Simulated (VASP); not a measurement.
# As (Fd-3m) in VASP: a series of runs

The runs below take As through single point, relaxation of cell and atoms, with BLYP.

Program: VASP 6.6.1. These are calculated values, not measurements. Logs are shortened: lines on timing, memory, paths and dates and some standing lists are left out, and cuts for length are marked.

**1. The cell of the first run**

Symmetry: Fd-3m, No. 227, cubic system. The conventional cell has a = 6.092 Å, b = 6.092 Å, c = 6.092 Å, α = 90.00°, β = 90.00°, γ = 90.00°. As (site symmetry -43m) has 4 As at 2.64 Å within 3.5 Å.

**2. Single point, BLYP (volume scaled by 0.92)**

File INCAR:

```
PREC = Accurate ; ENCUT = 520
EDIFF = 1E-6 ; ISMEAR = -1
SIGMA = 0.1 ; LREAL = F
LASPH = T ; NELM = 60
ALGO = Normal ; ISIF = 2
LWAVE = F ; LCHARG = T
GGA = B5 ; ALDAX = 1.0
AGGAX = 1.0 ; AGGAC = 1.0
ALDAC = 0.0 ; LELF = T
LVHAR = T ; NBANDS = 12
```

File KPOINTS:

```
Automatic mesh
0
Gamma
  10 10 10
```

File POSCAR:

```
As
1.0
    0.0000000000      3.0461885431      3.0461885431
    3.0461885431      0.0000000000      3.0461885431
    3.0461885431      3.0461885431      0.0000000000
As
2
Direct
    0.1250000000      0.1250000000      0.1250000000
    0.8750000000      0.8750000000      0.8750000000
```

Potentials or basis: VASP PAW PBE potentials, release 64 (As).

Started as:

```sh
$ cat potpaw_PBE.64/As/POTCAR > POTCAR
$ mpirun -np 1 vasp_std > vasp.out
```

OUTCAR:

```text
PREC = Accurate
   ENCUT = 520
   EDIFF = 1E-6
   ISMEAR = -1
   LREAL = F
   LASPH = T
   NELM = 60
   ISIF = 2
   GGA = B5

 ion  position               nearest neighbor table
   1  0.125  0.125  0.125-   2 2.64   2 2.64   2 2.64   2 2.64
   2  0.875  0.875  0.875-   1 2.64   1 2.64   1 2.64   1 2.64

  LATTYP: Found a face centered cubic cell.
 ALAT       =     6.0923770862

  Lattice vectors:

 A1 = (   0.0000000000,   3.0461885431,   3.0461885431)
 A2 = (   3.0461885431,   0.0000000000,   3.0461885431)
 A3 = (   3.0461885431,   3.0461885431,   0.0000000000)

Analysis of symmetry for initial positions (statically):
=====================================================================
 Subroutine PRICEL returns:
 Original cell was already a primitive cell.

 Routine SETGRP: Setting up the symmetry group for a
 face centered cubic supercell.

 Subroutine GETGRP returns: Found 48 space group operations
 (whereof 12 operations were pure point group operations)
 out of a pool of 48 trial point group operations.

The static configuration has the point symmetry D_3d.
 The point group associated with its full space group is O_h .

Analysis of symmetry for dynamics (positions and initial velocities):
=====================================================================
 Subroutine PRICEL returns:
 Original cell was already a primitive cell.

 Routine SETGRP: Setting up the symmetry group for a
 face centered cubic supercell.

 Subroutine GETGRP returns: Found 48 space group operations
 (whereof 12 operations were pure point group operations)
 out of a pool of 48 trial point group operations.

The dynamic configuration has the point symmetry D_3d.
 The point group associated with its full space group is O_h .

 Subroutine INISYM returns: Found 48 space group operations
 (whereof 12 operations are pure point group operations),
 and found     1 'primitive' translations

----------------------------------------------------------------------------------------

                                     Primitive cell

  volume of cell :      56.5328

  direct lattice vectors                    reciprocal lattice vectors
     0.000000000  3.046188543  3.046188543    -0.164139545  0.164139545  0.164139545
     3.046188543  0.000000000  3.046188543     0.164139545 -0.164139545  0.164139545
     3.046188543  3.046188543  0.000000000     0.164139545  0.164139545 -0.164139545

  length of vectors
     4.307961151  4.307961151  4.307961151     0.284298031  0.284298031  0.284298031

  position of ions in fractional coordinates (direct lattice)
     0.125000000  0.125000000  0.125000000
     0.875000000  0.875000000  0.875000000

  ion indices of the primitive-cell ions
   primitive index   ion index
                 1           1
                 2           2

----------------------------------------------------------------------------------------

 KPOINTS: Automatic mesh

Automatic generation of k-mesh.
 Grid dimensions read from file:
 generate k-points for:   10   10   10

 Generating k-lattice:

  Cartesian coordinates                     Fractional coordinates (reciprocal lattice)
    -0.016413954  0.016413954  0.016413954     0.100000000  0.000000000  0.000000000
     0.016413954 -0.016413954  0.016413954     0.000000000  0.100000000  0.000000000
     0.016413954  0.016413954 -0.016413954     0.000000000  0.000000000  0.100000000

  Length of vectors
     0.028429803  0.028429803  0.028429803

  Shift w.r.t. Gamma in fractional coordinates (k-lattice)
     0.000000000  0.000000000  0.000000000

 Subroutine IBZKPT returns following result:
 ===========================================

 Found     47 irreducible k-points:

 Following reciprocal coordinates:
            Coordinates               Weight
  0.000000  0.000000  0.000000      1.000000
  0.100000  0.000000  0.000000      8.000000
  0.200000  0.000000  0.000000      8.000000
  0.300000  0.000000  0.000000      8.000000
  0.400000  0.000000  0.000000      8.000000
  0.500000  0.000000  0.000000      4.000000
[... 16 lines left out ...]
  0.300000  0.300000  0.000000      6.000000
  0.400000  0.300000  0.000000     24.000000
 [... further k-points ...]
   k-points           NKPTS =     47   k-points in BZ     NKDIM =     47   number of bands    NBANDS=     12
   number of dos      NEDOS =    301   number of ions     NIONS =      2
   total plane-waves  NPLWV =  32768
   dimension x,y,z NGX =    32 NGY =   32 NGZ =   32
   dimension x,y,z NGXF=    64 NGYF=   64 NGZF=   64
   ions per type =               2
   NGX,Y,Z   is equivalent  to a cutoff of  12.35, 12.35, 12.35 a.u.
   NGXF,Y,Z  is equivalent  to a cutoff of  24.70, 24.70, 24.70 a.u.
 SYSTEM =  unknown system
   PREC   = accura    normal or accurate (medium, high low for compatibility)
   ISTART =      0    job   : 0-new  1-cont  2-samecut
   ICHARG =      2    charge: 1-file 2-atom 10-const
   ISPIN  =      1    spin polarized calculation?
   LNONCOLLINEAR =      F non collinear calculations
   LSORBIT =      F    spin-orbit coupling
   LASPH  =      T    aspherical Exc in radial PAW
   ENCUT  =  520.0 eV  38.22 Ry    6.18 a.u.   8.01  8.01  8.01*2*pi/ulx,y,z
   NELM   =     60;   NELMIN=  2; NELMDL= -5     # of ELM steps
   EDIFF  = 0.1E-05   stopping-criterion for ELM
   LREAL  =      F    real-space projection
[... 7 lines left out ...]
   TEBEG  =    0.0;   TEEND  =   0.0 temperature during run
   PSTRESS=    0.0 pullay stress
   NELECT =      10.0000    total number of electrons
   NUPDOWN=      -1.0000    fix difference up-down
   EMIN   =  10.00;   EMAX   =-10.00  energy-range for DOS
   EFERMI =   0.00;   METHOD = LEGACY
   ISMEAR =    -1;   SIGMA  =   0.10  broadening in eV -4-tet -1-fermi 0-gaus
   EFERMI_NEDOS =   21; number of points for ismear=-14 and -15
   IALGO  =     38    algorithm
   IMIX   =      4    mixing-type and parameters
     AMIX     =   0.40;   BMIX     =  1.00
     AMIX_MAG =   1.60;   BMIX_MAG =  1.00
  volume/ion in A,a.u.               =      28.27       190.75
  Fermi-wavevector in a.u.,A,eV,Ry     =   0.918984  1.736628 11.490555  0.844532
  Thomas-Fermi vector in A             =   2.044127
   LORBIT       =      0    0 simple, 1 ext, 2 COOP (PROOUT), +10 PAW based schemes
   GGA     = B5    functional components
   LHFCALC =     F    Hartree Fock is set to
   AEXX    =    0.0000 exact exchange contribution
   IVDW    =     0    specifies the selected vdW correction
   LEPSILON=     F    determine dielectric tensor
   LRPA    =     F    only Hartree local field effects (RPA)
 non-spin polarized calculation
  energy-cutoff  :      520.00
  volume of cell :       56.53
 maximum number of plane-waves:      1540
   NGX = 17   NGY = 17   NGZ = 17

 number of electron      10.0000000 magnetization

 number of electron       9.9999998 magnetization

 Free energy of the ion-electron system (eV)
  ---------------------------------------------------
  ext. energy  EPLUGINS =         0.00000000
  ---------------------------------------------------
  free energy    TOTEN  =        -7.53918436 eV

  energy without entropy =       -7.50062642  energy(sigma->0) =       -7.51990539

 E-fermi :   3.3966     XC(G=0):  -8.0257

 val. band max:        3.3516369102   @ k =   0.4000   0.3000   0.0000
 cond. band min:       3.4357600472   @ k =   0.3000   0.2000   0.0000
 fundamental gap:      0.0841231370
 Fermi energy:         3.3966387536

 k-point     1 :       0.0000    0.0000    0.0000
  band No.  band energies     occupation
      1     -10.3065      2.00000
      2      -2.6866      2.00000
      3       1.3413      2.00000
      4       1.3413      2.00000
      5       1.3413      2.00000
      6       4.0641      0.00252
      7       4.0641      0.00252
      8       4.0641      0.00252
      9       8.5430      0.00000
     10      11.4568      0.00000
     11      11.4568      0.00000
     12      13.2794      0.00000

 k-point     2 :       0.1000    0.0000    0.0000
  band No.  band energies     occupation
      1     -10.2203      2.00000
      2      -3.0638      2.00000
      3       1.2106      2.00000
      4       1.2106      2.00000
      5       1.3680      2.00000
      6       4.2543      0.00038
      7       4.2543      0.00038
      8       4.2832      0.00028
      9       8.9634      0.00000
     10      11.0788      0.00000
     11      11.0788      0.00000
     12      12.9274      0.00000

 k-point     3 :       0.2000    0.0000    0.0000
  band No.  band energies     occupation
      1      -9.9700      2.00000
      2      -3.9330      2.00000
      3       0.9309      2.00000
      4       0.9309      2.00000
      5       1.2608      2.00000
      6       4.6676      0.00001
      7       4.6676      0.00001
      8       5.0446      0.00000
      9       9.8526      0.00000
     10      10.7158      0.00000
     11      10.7158      0.00000
     12      12.5604      0.00000
[... 286 lines left out ...]
 k-point    23 :       0.3000    0.3000    0.0000
  band No.  band energies     occupation
      1      -9.2886      2.00000
      2      -5.3859      2.00000
      3      -0.1648      2.00000
      4      -0.1648      2.00000
      5       2.9167      1.98367
      6       3.1029      1.89936
      7       6.8028      0.00000
      8       6.8028      0.00000
      9       8.9737      0.00000
     10      11.9515      0.00000
     11      12.8009      0.00000
     12      15.5996      0.00000

 k-point    24 :       0.4000    0.3000    0.0000
  band No.  band energies     occupation
      1      -8.8989      2.00000
      2      -6.0239      2.00000
      3      -0.5360      2.00000
      4      -0.3263      2.00000
      5       2.9460      1.97816
      6       3.3516      1.22129
      7       7.1106      0.00000
      8       7.2307      0.00000
      9       9.6085      0.00000
     10      12.0506      0.00000
     11      13.2504      0.00000
     12      14.8629      0.00000

 [... further k-points ...]
[... 5 lines left out ...]
  --------------------------------------------------------------------------------------
  -------------------------------------------------------------------------------------
  Total        1.4397690      1.4397690      1.4397690     -0.0000000     -0.0000000     -0.0000000
  in kB       40.8040297     40.8040297     40.8040297     -0.0000000     -0.0000000     -0.0000000
  external PRESSURE =      40.8040297 kB  Pullay stress =       0.0000000 kB

 VOLUME and BASIS-vectors are now :
 -----------------------------------------------------------------------------
  energy-cutoff  :      520.00
  volume of cell :       56.53
      direct lattice vectors                 reciprocal lattice vectors
     0.000000000  3.046188543  3.046188543    -0.164139545  0.164139545  0.164139545
     3.046188543  0.000000000  3.046188543     0.164139545 -0.164139545  0.164139545
     3.046188543  3.046188543  0.000000000     0.164139545  0.164139545 -0.164139545

 POSITION                                       TOTAL-FORCE (eV/Angst)
 -----------------------------------------------------------------------------------
      0.76155      0.76155      0.76155         0.000000     -0.000000      0.000000
      5.33083      5.33083      5.33083        -0.000000      0.000000     -0.000000
 -----------------------------------------------------------------------------------
    total drift:                               -0.000000     -0.000000     -0.000000

  FREE ENERGIE OF THE ION-ELECTRON SYSTEM (eV)
  ---------------------------------------------------
  free  energy   TOTEN  =        -7.5391843599 eV

  energy  without entropy=       -7.5006264204  energy(sigma->0) =       -7.51990539
```

Wall time 30 s (1 thread of Intel Xeon 6975P-C (Granite Rapids), shared host); peak memory 0.17 GiB.

What came out:

* Free energy: -7.5392 eV
* Pressure: 4.1 GPa
* Band gap on the k mesh: zero (band 5 reaches 4.20 eV, above the bottom of band 6 at 2.84 eV)

Caveat: the PAW data sets were made with another functional, which shifts forces and pressure a little.

(Part 1 of 2 ends here.)
